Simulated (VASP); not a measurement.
Input of a VASP 6.6.1 run:

File INCAR:

```
SYSTEM = Bi2Te3
PREC     = Accurate       ! precision mode
ENCUT    = 520            ! plane-wave cutoff, eV
EDIFF    = 1E-8           ! SCF threshold, eV
ISMEAR   = -1             ! smearing method
SIGMA    = 0.08           ! smearing width, eV
LREAL    = .FALSE.        ! projectors in reciprocal space
LASPH    = .TRUE.         ! aspherical terms in the spheres
NELM     = 60             ! most SCF steps
ALGO     = Normal         ! electronic algorithm
ISIF     = 2              ! what is computed and relaxed
LWAVE    = .FALSE.        ! write WAVECAR
LCHARG   = .FALSE.        ! write CHGCAR
GGA      = PS             ! functional
LEFG     = .TRUE.       
NBANDS   = 32             ! bands
```

KPOINTS

```
Automatic mesh
0
G
  7 7 7
  0 0 0
```

File POSCAR:

```
Bi2Te3
1.0
    2.1930005584      1.2661294627     10.1656700000
   -2.1930005584      1.2661294627     10.1656700000
    0.0000000000     -2.5322589254     10.1656700000
Bi Te
2 3
Direct
    0.4000000000      0.4000000000      0.4000000000
    0.6000000000      0.6000000000      0.6000000000
    0.0000000000      0.0000000000      0.0000000000
    0.2095000000      0.2095000000      0.2095000000
    0.7905000000      0.7905000000      0.7905000000
```

Potentials or basis: VASP PAW PBE potentials, release 64 (Bi_d, Te).

The run is started by

```sh
$ cat potpaw_PBE.64/Bi_d/POTCAR potpaw_PBE.64/Te/POTCAR > POTCAR
$ mpirun -np 1 vasp_std > vasp.out
```

Q: Estimate the largest force.

A: 0.097 eV/Å.

Q: Estimate the band gap on the k mesh.

A: 0.23 eV.

Q: What does it give for the pressure?

A: -0.6 GPa.

Forces in eV/Å, atoms in the order of the input:
```
Bi   0.000  0.000  0.035
Bi   0.000  0.000 -0.035
Te   0.000  0.000  0.000
Te   0.000  0.000  0.097
Te   0.000  0.000 -0.097
```

Caveat: without QUAD_EFG the Cq values of the log hold for a quadrupole moment of 1 mb, not for the nuclei; the PAW data sets were made with another functional, which shifts forces and pressure a little; spin-orbit coupling is left out, which moves the levels of the heavy elements.

**The experiment to reproduce.**

“Vacancy and Antisite-Induced Ferromagnetism in Liquid-Phase Exfoliated Bi2Te3”, 2024, arxiv:2412.10539 quotes, for a bulk crystal of Bi2Te3: band gap 0.17 eV.

A measured gap of Bi2Te3 is 0.17 eV (quoted in “Vacancy and Antisite-Induced Ferromagnetism in Liquid-Phase Exfoliated Bi2Te3”, 2024, arxiv:2412.10539); the calculated 0.23 eV misses it by +0.06 eV. Spin-orbit coupling on Bi, Te is left out. The value is that of PBEsol on a finite k mesh, which can miss the band edges, without temperature or zero-point motion.
